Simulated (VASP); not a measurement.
Here is a VASP 6.6.1 calculation.

Contents of POSCAR:

```
Sb
1.0
    2.1964499421      1.2681209653      3.8317049867
   -2.1964499421      1.2681209653      3.8317049867
    0.0000000000     -2.5362419306      3.8317049867
Sb
2
Direct
    0.7665100000      0.7665100000      0.7665100000
    0.2334900000      0.2334900000      0.2334900000
```

INCAR.step1

```
ALGO = Normal
EDIFF = 1E-5
ENCUT = 520
GGA = PE
ISIF = 2
ISMEAR = -1
LASPH = True
LCHARG = False
LREAL = False
LWAVE = True
NBANDS = 12
NELM = 60
PREC = Accurate
SIGMA = 0.05
```

INCAR.step2

```
AEXX = 0.5
AGGAC = 1.0
AGGAX = 0.5
ALDAC = 0.0
ALDAX = 0.5
ALGO = Normal
EDIFF = 1E-7
ENCUT = 520
GGA = B5
ISIF = 2
ISMEAR = -1
ISTART = 1
LASPH = True
LCHARG = False
LHFCALC = True
LREAL = False
LWAVE = False
NBANDS = 12
NELM = 60
PREC = Accurate
PRECFOCK = Normal
SIGMA = 0.05
```

The input KPOINTS:

```
k-points
0
Gamma
  4 4 4
```

Potentials or basis: VASP PAW PBE potentials, release 64 (Sb).

The run is started by

```bash
$ cat potpaw_PBE.64/Sb/POTCAR > POTCAR
$ cp INCAR.step1 INCAR
$ mpirun -np 1 vasp_std > vasp.out
$ cp INCAR.step2 INCAR
$ mpirun -np 1 vasp_std > vasp.out
```

**Question.** Predict the pressure.

**Answer.** -3.8 GPa.

**Question.** What does it give for the band gap on the k mesh?

**Answer.** 1.66 eV (least direct gap 1.85 eV).

Forces in eV/Å, atoms in the order of the input:
```
Sb   0.000  0.000  1.424
Sb   0.000  0.000 -1.424
```

Caveat: the k points lie up to 0.43 Å⁻¹ apart; the PAW data sets were made with another functional, which shifts forces and pressure a little; spin-orbit coupling is left out, which moves the levels of the heavy elements. A k mesh can miss the band edges.
